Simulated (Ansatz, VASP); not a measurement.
NaI in VASP and in Ansatz

```
CELL_PARAMETERS angstrom
0.00000 3.19746 3.19746
3.19746 0.00000 3.19746
3.19746 3.19746 0.00000
ATOMIC_POSITIONS crystal
Na 0.00000 0.00000 0.00000
I 0.50000 0.50000 0.50000
```

Alike in both runs: task single point; functional PBE; k mesh 6 × 6 × 6; no spin polarisation.

|  | VASP | Ansatz |
| --- | --- | --- |
| version | VASP 6.6.1 | Ansatz 0.2.0 |
| potentials or method | VASP PAW PBE potentials, release 64 (Na_pv, I) | plane waves, PAW |
| plane-wave cutoff (eV) | 520 | 420 |
| occupations | gaussian, width 0.01 eV | fixed |
| valence electrons in the cell | 14 | 26 |

|  | VASP | Ansatz | Ansatz less VASP |
| --- | --- | --- | --- |
| gap on the k mesh at the Fermi level (eV) | 3.74 | 3.74 | +0.004 |
| pressure (GPa) | 1.1 | 1.1 | -0.03 |

VASP's potentials hold 14 valence electrons a cell and Ansatz's 26, so a difference there can come from the potentials and not from the codes.

Neither program's run includes spin-orbit coupling.
